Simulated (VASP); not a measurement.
Write the native input for VASP 6.6.1 that does the following.

```yaml
Task: relaxation of cell and atoms
Functional: LDA
Potentials_or_basis: VASP PAW LDA potentials, release 64 (Pd)
Cutoff: 600 eV
k_mesh: 20 × 20 × 20
Occupations: methfessel-paxton, width 0.1 eV
Spin: no spin polarisation
Dipole_correction: no
Further_INCAR_settings: ALGO = Normal; EDIFF = 1e-07; IBRION = 2; EDIFFG = -0.01; NSW = 80; ISIF = 3
```

The structure of Pd lies in POSCAR:

```
Pd
1.0
    0.0000000000      1.9465000000      1.9465000000
    1.9465000000      0.0000000000      1.9465000000
    1.9465000000      1.9465000000      0.0000000000
Pd
1
Direct
    0.0000000000      0.0000000000      0.0000000000
```

These files were run (other wordings do the same):

INCAR

```
SYSTEM = Pd
PREC     = Accurate       ! precision mode
ENCUT    = 600            ! plane-wave cutoff, eV
EDIFF    = 1E-7           ! SCF threshold, eV
ISMEAR   = 1              ! smearing method
SIGMA    = 0.1            ! smearing width, eV
LREAL    = .False.        ! projectors in reciprocal space
LASPH    = .True.         ! aspherical terms in the spheres
NELM     = 100            ! most SCF steps
ALGO     = Normal         ! electronic algorithm
ISIF     = 3              ! what is computed and relaxed
LWAVE    = .False.        ! write WAVECAR
LCHARG   = .False.        ! write CHGCAR
GGA      = CA             ! functional
IBRION   = 2              ! ionic algorithm
NSW      = 80             ! ionic steps
EDIFFG   = -0.01          ! ionic threshold
```

KPOINTS

```
regular mesh
0
Gamma
  20 20 20
  0 0 0
```

Potentials or basis: VASP PAW LDA potentials, release 64 (Pd).

The run is started by

```console
$ cat potpaw_LDA.64/Pd/POTCAR > POTCAR
$ mpirun -np 1 vasp_std > vasp.out
```

It gave:

```
Relaxed volume                         : 14.15 Å³/atom
Relaxed cell                           : a = 2.715 Å, b = 2.715 Å, c = 2.715 Å, α = 60.00°, β = 60.00°, γ = 60.00°
Space group after relaxing (to 0.05 Å) : Fm-3m (No. 225)
Energy gained by relaxing              : 16.6 meV/atom
Ionic steps                            : 4
Pressure after relaxing                : 0.0 GPa
Band gap on the k mesh                 : zero (band 5 reaches 10.63 eV, above the bottom of band 6 at 8.92 eV)
```

Run time: 37 s on 1 thread of Intel Xeon 6975P-C, on a shared host, peak memory 0.18 GiB.
